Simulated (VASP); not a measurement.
C: single point with PBE

Crystal: C.

```xyz
12
Lattice="2.5205 0.0000 0.0000 -1.2602 2.1828 0.0000 0.0000 0.0000 12.4289" Properties=species:S:1:pos:R:3 pbc="T T T"
C     0.0000    0.0000    2.3224
C     0.0000    0.0000    8.5369
C     0.0000    0.0000    3.8920
C     0.0000    0.0000   10.1065
C     0.0000    1.4552    6.4726
C     1.2602    0.7276    0.2581
C     0.0000    1.4552   12.1708
C     1.2602    0.7276    5.9564
C     0.0000    1.4552    8.0178
C     1.2602    0.7276    1.8033
C     0.0000    1.4552   10.6256
C     1.2602    0.7276    4.4111
```

```
Program                : VASP 6.6.1
Task                   : single point
Functional             : PBE
Potentials or basis    : VASP PAW PBE potentials, release 64 (C)
Cutoff                 : 520 eV
k mesh                 : 12 × 12 × 2
Occupations            : gaussian, width 0.02 eV
Spin                   : no spin polarisation
Dipole correction      : no
Further INCAR settings : ALGO = Normal; EDIFF = 1e-07; NBANDS = 36
```

```yaml
Pressure: 0.7 GPa
Largest_force: 0.004 eV/Å
Band_gap_on_the_k_mesh: 4.44 eV, indirect (least direct gap 5.38 eV)
```

Forces on the atoms (eV/Å):
```
C    0.000  0.000  0.004
C    0.000  0.000  0.004
C    0.000  0.000 -0.004
C    0.000  0.000 -0.004
C    0.000  0.000  0.000
C    0.000  0.000  0.000
C    0.000  0.000  0.000
C    0.000  0.000  0.000
C    0.000  0.000  0.001
C    0.000  0.000  0.001
C    0.000  0.000 -0.001
C    0.000  0.000 -0.001
```

Levels at points of the mesh, in eV from the valence-band top:
| k point | band 20 | band 21 | band 22 | band 23 | band 24 | band 25 | band 26 | band 27 | band 28 | band 29 |
| --- | --- | --- | --- | --- | --- | --- | --- | --- | --- | --- |
| (0.00, 0.00, 0.00) | -0.97 | -0.97 | -0.15 | 0.00 | 0.00 | 5.38 | 5.38 | 5.50 | 6.46 | 6.46 |
| (0.50, 0.00, 0.00) | -4.37 | -4.06 | -4.01 | -3.60 | -2.90 | 4.61 | 5.21 | 5.27 | 5.59 | 6.67 |
| (0.00, 0.00, 0.50) | -1.36 | -0.32 | -0.32 | -0.32 | -0.32 | 5.76 | 5.76 | 5.76 | 5.76 | 6.19 |
| (0.50, 0.00, 0.50) | -4.92 | -3.76 | -3.76 | -3.24 | -3.24 | 4.78 | 4.78 | 5.82 | 5.82 | 6.03 |

Run time: 71 s on 1 thread of Intel Xeon 6975P-C (shared host), peak memory 0.21 GiB.

A k mesh can miss the band edges. As with any semilocal functional, this PBE gap is likely too small.
